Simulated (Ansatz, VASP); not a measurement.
One calculation of ZnAu, two programs

```
CELL_PARAMETERS angstrom
3.14700 0.00000 0.00000
0.00000 3.14700 0.00000
0.00000 0.00000 3.14700
ATOMIC_POSITIONS crystal
Zn 0.50000 0.50000 0.50000
Au 0.02528 0.97472 0.00000
```

Change from the starting cell: all Au atoms moved +0.113 Å, as atom 2 along Cartesian [1 -1 0].

Alike in both runs: task single point; functional PBE; k mesh 16 × 16 × 16; occupations gaussian, width 0.15 eV; no spin polarisation.

```csv
,VASP,Ansatz
version,VASP 6.6.1,Ansatz 0.2.0
potentials or method,"VASP PAW PBE potentials, release 64 (Zn, Au), cutoff 520 eV","scalar-relativistic, plane waves, PAW"
valence electrons in the cell,23,31
```

|  | VASP | Ansatz | Ansatz less VASP |
| --- | --- | --- | --- |
| gap on the k mesh at the Fermi level (eV) | none | none | - |
| pressure (GPa) | 5.7 | 5.5 | -0.18 |
| traceless stress, the component that is largest in VASP (GPa) | -0.64 | -0.64 | +0.008 |
| rms of the force components (eV/Å) | 0.257 | 0.253 | -0.0040 |

Atom by atom the forces differ by 0.004 eV/Å (rms over components). A gap of «none» marks a metal or a gap that the smearing closes. VASP's potentials hold 23 valence electrons a cell and Ansatz's 31, so a difference there can come from the potentials and not from the codes.

Spin-orbit coupling is off throughout.
